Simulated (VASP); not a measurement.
Write the native input for VASP 6.6.1 that does the following.

```
Task                   : single point
Functional             : PBE
Potentials or basis    : VASP PAW PBE potentials, release 64 (Zr_sv, Hf_pv, S)
Cutoff                 : 500 eV
k mesh                 : 12 × 12 × 1
Occupations            : gaussian, width 0.01 eV
Spin                   : no spin polarisation
Dipole correction      : no
Further INCAR settings : ALGO = Normal; EDIFF = 1e-06; NBANDS = 59
```

The structure of HfZr3S8 lies in POSCAR:

```
HfZr3S8
1.0
    3.6766971702      0.0000000000      0.0000000000
   -1.8383485851      3.1841131514      0.0000000000
    0.0000000000      0.0000000000     27.1730359618
Zr Hf S
3 1 8
Direct
    0.0000000000      0.0000000000      0.0000000000
    0.0000000000      0.0000000000      0.2493359709
    0.0000000000      0.0000000000      0.7506640291
    0.0000000000      0.0000000000      0.5000000000
    0.6666666667      0.3333333333      0.1958877705
    0.6666666667      0.3333333333      0.4471854497
    0.6666666667      0.3333333333      0.6972159824
    0.6666666667      0.3333333333      0.9465517138
    0.3333333333      0.6666666667      0.0534482862
    0.3333333333      0.6666666667      0.3027840176
    0.3333333333      0.6666666667      0.5528145503
    0.3333333333      0.6666666667      0.8041122295
```

One way to write it, as run:

INCAR

```
PREC = Accurate
ENCUT = 500
EDIFF = 1E-6
ISMEAR = 0
SIGMA = 0.01
LREAL = F
LASPH = T
NELM = 120
ALGO = Normal
ISIF = 2
LWAVE = F
LCHARG = F
GGA = PE
NBANDS = 59
GGA_COMPAT = F
```

KPOINTS

```
Automatic mesh
0
Gamma
  12 12 1
```

Potentials or basis: VASP PAW PBE potentials, release 64 (Zr_sv, Hf_pv, S).

Command:

```bash
$ cat potpaw_PBE.64/Zr_sv/POTCAR potpaw_PBE.64/Hf_pv/POTCAR potpaw_PBE.64/S/POTCAR > POTCAR
$ mpirun -np 1 vasp_std > vasp.out
```

Results of the run:

The pressure is -0.1 GPa and the largest force is 0.064 eV/Å. The band gap on the k mesh is 1.12 eV (least direct gap 1.69 eV).

Caveat: spin-orbit coupling is left out, which moves the levels of the heavy elements; this functional lacks dispersion, which binds layers or chains, so the pressure and a relaxed spacing across them are unreliable.

Wall time 12 min on 1 thread of Oxide Virtual Turin-like Processor, with other jobs on the host, peak memory 0.54 GiB.
